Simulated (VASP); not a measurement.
Runs of VASP 6.6.1 on BaTe. The structure is that of space group Pm-3m (No. 221), or close to it. The cells are those of the table. 

```tsv
cell	gap on the mesh (eV)	pressure (GPa)
a = 4.175 Å, 2 atoms	0.48	-0.8
a = 4.234 Å, 2 atoms	0.59	-2.1
a = 4.346 Å, 2 atoms	0.77	(d)
a = 4.291 Å, 2 atoms	0.68	(b)
a = 4.319 Å, 2 atoms	0.72	-3.7
a = 4.262 Å, 2 atoms	(a)	(c)
a = 4.205 Å, 2 atoms	0.54	-1.5
```

Alike in all rows: task single point; level LDA; potentials or basis VASP PAW LDA potentials, release 64 (Ba_sv, Te); no spin polarisation; k mesh 4 × 4 × 4; cutoff (eV) 500; smearing gaussian 0.01 eV.

Problem. Estimate the missing entries.

Solution. (a) 0.64; (b) -3.2; (c) -2.7; (d) -4.1.

Caveats: spin-orbit coupling is left out, which moves the levels of the heavy elements.

A k mesh can miss the band edges, and the runs leave out spin-orbit coupling on Ba, Te.
